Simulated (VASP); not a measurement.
Input of a VASP 6.6.1 run:

File INCAR:

```
SYSTEM = BN
PREC = Accurate ; ENCUT = 600
EDIFF = 1E-6 ; ISMEAR = 0
SIGMA = 0.1 ; LREAL = .False.
LASPH = .True. ; NELM = 120
ALGO = Normal ; ISIF = 2
LWAVE = .False. ; LCHARG = .False.
GGA = PE ; NBANDS = 11
GGA_COMPAT = .False.
```

KPOINTS

```
Automatic mesh
0
Gamma
  10 10 10
  0 0 0
```

The input POSCAR:

```
BN
1.0
    0.0000000000      1.7450556645      1.7450556645
    1.7450556645      0.0000000000      1.7450556645
    1.7450556645      1.7450556645      0.0000000000
B N
1 1
Direct
    0.0000000000      0.0000000000      0.0000000000
    0.2500000000      0.2500000000      0.2500000000
```

Potentials or basis: VASP PAW PBE potentials, release 64 (B, N).

The run is started by

```console
$ cat potpaw_PBE.64/B/POTCAR potpaw_PBE.64/N/POTCAR > POTCAR
$ mpirun -np 1 vasp_std > vasp.out
```

(1) Predict the band gap on the k mesh.

(2) Predict the pressure.

## Answers

(1) 4.56 eV (least direct gap 9.32 eV).

(2) 52.2 GPa.

Caveat: the cell stands under pressure.
